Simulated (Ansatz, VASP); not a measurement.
One calculation of K, two programs

Contents of INCAR:

```
SYSTEM = K
  ALGO = Normal
  EDIFF = 1E-8
  ENCUT = 520
  GGA = PS
  ISIF = 2
  ISMEAR = -1
  LASPH = .True.
  LCHARG = .False.
  LEFG = .True.
  LREAL = .False.
  LWAVE = .False.
  NBANDS = 10
  NELM = 60
  PREC = Accurate
  SIGMA = 0.08
```

KPOINTS

```
k-points
0
Gamma
  10 10 10
  0 0 0
```

The input POSCAR:

```
K
1.0
   -2.5656400000      2.5656400000      2.6180000000
    2.5656400000     -2.5656400000      2.6180000000
    2.5656400000      2.5656400000     -2.6180000000
K
1
Direct
    0.0000000000      0.0000000000      0.0000000000
```

Input for Ansatz:

```yaml
crystal:
  lattice:
    - [-2.56564, 2.56564, 2.618]
    - [2.56564, -2.56564, 2.618]
    - [2.56564, 2.56564, -2.618]
  atoms:
    - { symbol: K, position: [0.0, 0.0, 0.0] }
kpoints:
  mp_grid: { grid: [10, 10, 10] }
scf:
  occupations: { method: fermi_dirac, width: 0.08 }
hamiltonian:
  xc: pbesol
  pseudopotentials: { kind: all_electron, datasets: crystal }
output:
  forces: true
  stress: true
  eigenvalues: true
  efg: { contact_densities: true }
```

Change from the starting cell: equal xx and yy strain of -2 %, crystal datasets.

Alike in both runs: task electric field gradients; functional PBEsol; k mesh 10 × 10 × 10; occupations fermi-dirac, width 0.08 eV; no spin polarisation.

|  | VASP | Ansatz |
| --- | --- | --- |
| version | VASP 6.6.1 | Ansatz 0.2.0 |
| potentials or method | VASP PAW PBE potentials, release 64 (K_sv), cutoff 520 eV | all-electron PAW with datasets made for the crystal, scalar-relativistic |

|  | VASP | Ansatz | Ansatz less VASP |
| --- | --- | --- | --- |
| pressure (GPa) | 0.1 | 0.1 | +0.01 |

VASP's potentials were made for PBE, not for PBEsol. Ansatz ran all-electron here, and VASP with PAW potentials.
